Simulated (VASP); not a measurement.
# Hg3Pt (Pm-3m) in VASP: a series of runs, part 2 of 2

VASP 6.6.1. The steps go on from the part before.

### Step 4. Relaxation of cell and atoms, LDA, target pressure -2 GPa, at which the enthalpy is minimised

This run uses another cell than the first one, of 20.50 Å³/atom.

Contents of INCAR:

```
SYSTEM = Hg3Pt
ALGO = Normal
EDIFF = 1E-7
EDIFFG = -0.01
ENCUT = 570
GGA = CA
GGA_COMPAT = .False.
IBRION = 2
ISIF = 3
ISMEAR = 1
LASPH = .True.
LCHARG = .False.
LREAL = .False.
LWAVE = .False.
NELM = 120
NELMIN = 4
NSW = 80
PREC = Accurate
PSTRESS = -20.0
SIGMA = 0.15
```

Contents of KPOINTS:

```
k-points
0
Gamma
  5 5 5
  0 0 0
```

Contents of POSCAR:

```
Hg3Pt
1.0
    4.3442210000      0.0000000000      0.0000000000
    0.0000000000      4.3442210000      0.0000000000
    0.0000000000      0.0000000000      4.3442210000
Hg Pt
3 1
Direct
    0.0000000000      0.5000000000      0.5000000000
    0.5000000000      0.0000000000      0.5000000000
    0.5000000000      0.5000000000      0.0000000000
    0.0000000000      0.0000000000      0.0000000000
```

Potentials or basis: VASP PAW LDA potentials, release 64 (Hg_sv_GW, Pt_sv_GW).

Command:

```sh
$ cat potpaw_LDA.64/Hg_sv_GW/POTCAR potpaw_LDA.64/Pt_sv_GW/POTCAR > POTCAR
$ mpirun -np 1 vasp_std > vasp.out
```

OUTCAR:

```text
SYSTEM = Hg3Pt
   EDIFF = 1E-7
   EDIFFG = -0.01
   ENCUT = 570
   GGA = CA
   IBRION = 2
   ISIF = 3
   ISMEAR = 1
   LASPH = .True.
   LREAL = .False.
   NELM = 120
   NELMIN = 4
   NSW = 80
   PREC = Accurate
   PSTRESS = -20.0

 ion  position               nearest neighbor table
   1  0.000  0.500  0.500-   2 3.07   3 3.07   4 3.07   3 3.07   4 3.07   2 3.07   4 3.07   4 3.07
                             2 3.07   3 3.07   3 3.07   2 3.07
   2  0.500  0.000  0.500-   1 3.07   3 3.07   4 3.07   3 3.07   4 3.07   1 3.07   3 3.07   3 3.07
                             1 3.07   4 3.07   4 3.07   1 3.07
   3  0.500  0.500  0.000-   1 3.07   2 3.07   4 3.07   1 3.07   2 3.07   2 3.07   4 3.07   2 3.07
                             1 3.07   4 3.07   1 3.07   4 3.07
   4  0.000  0.000  0.000-   1 3.07   2 3.07   3 3.07   1 3.07   2 3.07   1 3.07   3 3.07   1 3.07
                             2 3.07   3 3.07   2 3.07   3 3.07

  LATTYP: Found a simple cubic cell.
 ALAT       =     4.3442210000

  Lattice vectors:

 A1 = (   4.3442210000,   0.0000000000,   0.0000000000)
 A2 = (   0.0000000000,   4.3442210000,   0.0000000000)
 A3 = (   0.0000000000,   0.0000000000,   4.3442210000)

Analysis of symmetry for initial positions (statically):
=====================================================================
 Subroutine PRICEL returns:
 Original cell was already a primitive cell.

 Routine SETGRP: Setting up the symmetry group for a
 simple cubic supercell.

 Subroutine GETGRP returns: Found 48 space group operations
 (whereof 48 operations were pure point group operations)
 out of a pool of 48 trial point group operations.

The static configuration has the point symmetry O_h .

Analysis of symmetry for dynamics (positions and initial velocities):
=====================================================================
 Subroutine PRICEL returns:
 Original cell was already a primitive cell.

 Routine SETGRP: Setting up the symmetry group for a
 simple cubic supercell.

 Subroutine GETGRP returns: Found 48 space group operations
 (whereof 48 operations were pure point group operations)
 out of a pool of 48 trial point group operations.

The dynamic configuration has the point symmetry O_h .

 Subroutine INISYM returns: Found 48 space group operations
 (whereof 48 operations are pure point group operations),
 and found     1 'primitive' translations

----------------------------------------------------------------------------------------

                                     Primitive cell

  volume of cell :      81.9853

  direct lattice vectors                    reciprocal lattice vectors
     4.344221000  0.000000000  0.000000000     0.230190867  0.000000000  0.000000000
     0.000000000  4.344221000  0.000000000     0.000000000  0.230190867  0.000000000
     0.000000000  0.000000000  4.344221000     0.000000000  0.000000000  0.230190867

  length of vectors
     4.344221000  4.344221000  4.344221000     0.230190867  0.230190867  0.230190867

  position of ions in fractional coordinates (direct lattice)
     0.000000000  0.500000000  0.500000000
     0.500000000  0.000000000  0.500000000
     0.500000000  0.500000000  0.000000000
     0.000000000  0.000000000  0.000000000

  ion indices of the primitive-cell ions
   primitive index   ion index
                 1           1
                 2           2
                 3           3
                 4           4

----------------------------------------------------------------------------------------

 KPOINTS: k-points

Automatic generation of k-mesh.
 Grid dimensions read from file:
 generate k-points for:    5    5    5

 Generating k-lattice:

  Cartesian coordinates                     Fractional coordinates (reciprocal lattice)
     0.046038173  0.000000000  0.000000000     0.200000000  0.000000000  0.000000000
     0.000000000  0.046038173  0.000000000     0.000000000  0.200000000  0.000000000
     0.000000000  0.000000000  0.046038173     0.000000000  0.000000000  0.200000000

  Length of vectors
     0.046038173  0.046038173  0.046038173

  Shift w.r.t. Gamma in fractional coordinates (k-lattice)
     0.000000000  0.000000000  0.000000000

 Subroutine IBZKPT returns following result:
 ===========================================

 Found     10 irreducible k-points:

 Following reciprocal coordinates:
            Coordinates               Weight
  0.000000  0.000000  0.000000      1.000000
  0.200000  0.000000  0.000000      6.000000
  0.400000  0.000000  0.000000      6.000000
  0.200000  0.200000  0.000000     12.000000
  0.400000  0.200000  0.000000     24.000000
  0.400000  0.400000  0.000000     12.000000
  0.200000  0.200000  0.200000      8.000000
  0.400000  0.200000  0.200000     24.000000
  0.400000  0.400000  0.200000     24.000000
  0.400000  0.400000  0.400000      8.000000
   k-points           NKPTS =     10   k-points in BZ     NKDIM =     10   number of bands    NBANDS=     46
   number of dos      NEDOS =    301   number of ions     NIONS =      4
   total plane-waves  NPLWV =  46656
   dimension x,y,z NGX =    36 NGY =   36 NGZ =   36
   dimension x,y,z NGXF=    72 NGYF=   72 NGZF=   72
   ions per type =               3   1
   NGX,Y,Z   is equivalent  to a cutoff of  13.78, 13.78, 13.78 a.u.
   NGXF,Y,Z  is equivalent  to a cutoff of  27.55, 27.55, 27.55 a.u.
 SYSTEM =  Hg3Pt
   PREC   = accura    normal or accurate (medium, high low for compatibility)
   ISTART =      0    job   : 0-new  1-cont  2-samecut
   ICHARG =      2    charge: 1-file 2-atom 10-const
   ISPIN  =      1    spin polarized calculation?
   LNONCOLLINEAR =      F non collinear calculations
   LSORBIT =      F    spin-orbit coupling
   LASPH  =      T    aspherical Exc in radial PAW
   ENCUT  =  570.0 eV  41.89 Ry    6.47 a.u.   8.46  8.46  8.46*2*pi/ulx,y,z
   NELM   =    120;   NELMIN=  4; NELMDL= -5     # of ELM steps
   EDIFF  = 0.1E-06   stopping-criterion for ELM
   LREAL  =      F    real-space projection
   EDIFFG = -.1E-01   stopping-criterion for IOM
   NSW    =     80    number of steps for IOM
   IBRION =      2    ionic relax: 0-MD 1-quasi-New 2-CG
   NFREE  =      1    steps in history (QN), initial steepest desc. (CG)
   ISIF   =      3    stress and relaxation
   ISYM   =      2    0-nonsym 1-usesym 2-fastsym
   POTIM  = 0.5000    time-step for ionic-motion
   TEBEG  =    0.0;   TEEND  =   0.0 temperature during run
   PSTRESS=  -20.0 pullay stress
   NELECT =      78.0000    total number of electrons
   NUPDOWN=      -1.0000    fix difference up-down
   EMIN   =  10.00;   EMAX   =-10.00  energy-range for DOS
   EFERMI =   0.00;   METHOD = LEGACY
   ISMEAR =     1;   SIGMA  =   0.15  broadening in eV -4-tet -1-fermi 0-gaus
   EFERMI_NEDOS =   21; number of points for ismear=-14 and -15
   IALGO  =     38    algorithm
   IMIX   =      4    mixing-type and parameters
     AMIX     =   0.40;   BMIX     =  1.00
     AMIX_MAG =   1.60;   BMIX_MAG =  1.00
  volume/ion in A,a.u.               =      20.50       138.32
  Fermi-wavevector in a.u.,A,eV,Ry     =   1.610131  3.042706 35.273386  2.592521
  Thomas-Fermi vector in A             =   2.705730
   LORBIT       =      0    0 simple, 1 ext, 2 COOP (PROOUT), +10 PAW based schemes
   GGA     = CA    functional components
   LHFCALC =     F    Hartree Fock is set to
   AEXX    =    0.0000 exact exchange contribution
   IVDW    =     0    specifies the selected vdW correction
   LEPSILON=     F    determine dielectric tensor
   LRPA    =     F    only Hartree local field effects (RPA)
 conjugate gradient relaxation of ions
 non-spin polarized calculation
 Methfessel and Paxton  Order N= 1 SIGMA  =   0.15
  energy-cutoff  :      570.00
  volume of cell :       81.99
 maximum number of plane-waves:      2550
 NGX is ok and might be reduce to    36
   NGX = 17   NGY = 17   NGZ = 17

--------------------------------------- Ionic step        1  -------------------------------------------

 number of electron      77.9999973 magnetization

 Free energy of the ion-electron system (eV)
  ---------------------------------------------------
  ext. energy  EPLUGINS =         0.00000000
  ---------------------------------------------------
  free energy    TOTEN  =        -9.64582722 eV

  energy without entropy =       -9.64112571  energy(sigma->0) =       -9.64426005

------------------------ aborting loop because EDIFF is reached ----------------------------------------

  FORCE on cell =-STRESS in cart. coord.  units (eV):
  Direction    XX          YY          ZZ          XY          YZ          ZX
  --------------------------------------------------------------------------------------
  -------------------------------------------------------------------------------------
  Total       -5.4964151     -5.4964151     -5.4964151     -0.0000000      0.0000000     -0.0000000
  in kB     -107.4123880   -107.4123880   -107.4123880     -0.0000000      0.0000000     -0.0000000
  external PRESSURE =     -87.4123880 kB  Pullay stress =     -20.0000000 kB
[... 145 lines left out ...]
  enthalpy is  TOTEN    =       -10.8924588530 eV   P V=       -0.9313730364

--------------------------------------- Ionic step        5  -------------------------------------------

 number of electron      78.0000033 magnetization

 Free energy of the ion-electron system (eV)
  ---------------------------------------------------
  ext. energy  EPLUGINS =         0.00000000
  ---------------------------------------------------
  free energy    TOTEN  =        -9.95969940 eV

  energy without entropy =       -9.95887600  energy(sigma->0) =       -9.95942493

 E-fermi :   8.4102     XC(G=0): -13.1161

 val. band max:        8.2419311471   @ k =   0.4000   0.4000   0.2000
 cond. band min:       8.4575214668   @ k =   0.4000   0.2000   0.0000
 fundamental gap:      0.2155903197
 Fermi energy:         8.4102005530

 k-point     1 :       0.0000    0.0000    0.0000
  band No.  band energies     occupation
      1    -106.6838      2.00000
      2    -106.6793      2.00000
      3    -106.6793      2.00000
      4     -89.1958      2.00000
      5     -55.3530      2.00000
      6     -55.3530      2.00000
[... 510 lines left out ...]
  FREE ENERGIE OF THE ION-ELECTRON SYSTEM (eV)
  ---------------------------------------------------
  free  energy   TOTEN  =        -9.9596994013 eV

  energy  without entropy=       -9.9588759960  energy(sigma->0) =       -9.95942493

  enthalpy is  TOTEN    =       -10.8924781673 eV   P V=       -0.9327787660

 reached required accuracy - stopping structural energy minimisation
```

It took 1.8 min on 1 thread of Intel Xeon 6975P-C (Granite Rapids), shared host; peak memory 0.21 GiB.

What came out:

* Free energy: -9.9597 eV
* Relaxed volume: 18.68 Å³/atom
* Relaxed cell: a = 4.212 Å, b = 4.212 Å, c = 4.212 Å, α = 90.00°, β = 90.00°, γ = 90.00°
* Space group after relaxing (to 0.1 Å): Pm-3m (No. 221)
* Energy change on relaxing (the run minimises the enthalpy): -78.5 meV/atom
* Ionic steps: 5
* Pressure after relaxing: -2.1 GPa
* Band gap on the k mesh: zero (bands 39 and 40 overlap by 2.46 eV)

Step by step:
| step | energy change (eV) | largest force (eV/Å) | pressure (GPa) | volume (Å³) |
| --- | --- | --- | --- | --- |
| 1 | 0.0000 | 0.0000 | -10.74 | 81.99 |
| 2 | -0.2092 | 0.0000 | 9.33 | 69.42 |
| 3 | -0.3135 | 0.0000 | -2.11 | 74.75 |
| 4 | -0.3153 | 0.0000 | -1.90 | 74.61 |
| 5 | -0.3139 | 0.0000 | -2.05 | 74.72 |

Final structure:
```yaml
crystal:
  lattice:
    - [4.21198, 0.00000, 0.00000]
    - [0.00000, 4.21198, 0.00000]
    - [0.00000, 0.00000, 4.21198]
  atoms:
    - { symbol: Hg, position: [0.00000, 0.50000, 0.50000] }
    - { symbol: Hg, position: [0.50000, 0.00000, 0.50000] }
    - { symbol: Hg, position: [0.50000, 0.50000, 0.00000] }
    - { symbol: Pt, position: [0.00000, 0.00000, 0.00000] }
```

Caveat: the cell is relaxed towards a set pressure, so the run minimises the enthalpy, not the energy; spin-orbit coupling is left out, which moves the levels of the heavy elements.

### Step 5. Summary

| task | cell | gap on the mesh (eV) | pressure (GPa) |
| --- | --- | --- | --- |
| single point | a = 4.139 Å, 4 atoms | none | 5.3 |
| relaxation of cell and atoms | relaxed from a = 4.344 Å, 4 atoms | none | 0.0 |
| relaxation of cell and atoms | relaxed to -2 GPa from a = 4.344 Å, 4 atoms | none | -2.1 |

Alike in all rows: level LDA; potentials or basis VASP PAW LDA potentials, release 64 (Hg_sv_GW, Pt_sv_GW); no spin polarisation; k mesh 5 × 5 × 5; cutoff (eV) 570; smearing methfessel-paxton 0.15 eV.

Caveats: spin-orbit coupling is left out, which moves the levels of the heavy elements; the cell stands under pressure (at least some runs); the cell is relaxed towards a set pressure, so the run minimises the enthalpy, not the energy (at least some runs).

Absolute energies hang on the potentials; compare differences alone.

The gap in the log of VASP goes by the Fermi energy; the results here count the filled bands.